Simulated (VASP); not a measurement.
A run of VASP 6.6.1 is set up as follows.

INCAR

```
ALGO = Normal
EDIFF = 1E-6
ENCUT = 520
GGA = PE
ISIF = 2
ISMEAR = 0
LASPH = True
LCHARG = False
LREAL = False
LWAVE = False
NBANDS = 33
NELM = 100
PREC = Accurate
SIGMA = 0.1
```

Contents of KPOINTS:

```
k-points
0
Gamma
  7 5 20
```

The input POSCAR:

```
TaN
1.0
    5.0976112908     -0.0000003411     -0.0015355977
   -0.0000004824      7.2091106387     -0.0032030694
   -2.5493109102     -0.0007450638      1.7086380752
Ta N
3 3
Direct
    0.3333333333      0.1666666667      0.0000000000
    0.6666666667      0.8333333333      0.0000000000
    0.0000000000      0.5000000000      0.0000000000
    0.0000000000      0.0000000000      0.0000000000
    0.3333333333      0.6666666667      0.0000000000
    0.6666666667      0.3333333333      0.0000000000
```

Potentials or basis: VASP PAW PBE potentials, release 64 (Ta_pv, N).

Launch:

```console
$ cat potpaw_PBE.64/Ta_pv/POTCAR potpaw_PBE.64/N/POTCAR > POTCAR
$ mpirun -np 1 vasp_std > vasp.out
```

Task: What does it give for the band gap on the k mesh?

Result: Zero (bands 24 and 25 overlap by 3.06 eV).

Task: What does it give for the pressure?

Result: 17.0 GPa.

Stress tensor (GPa, compression positive):
```
32.71 20.34 -0.01
20.34 17.39  0.01
-0.01  0.01  0.94
```

Caveat: the stress differs along the axes, from 1 to 33 GPa; spin-orbit coupling is left out, which moves the levels of the heavy elements.
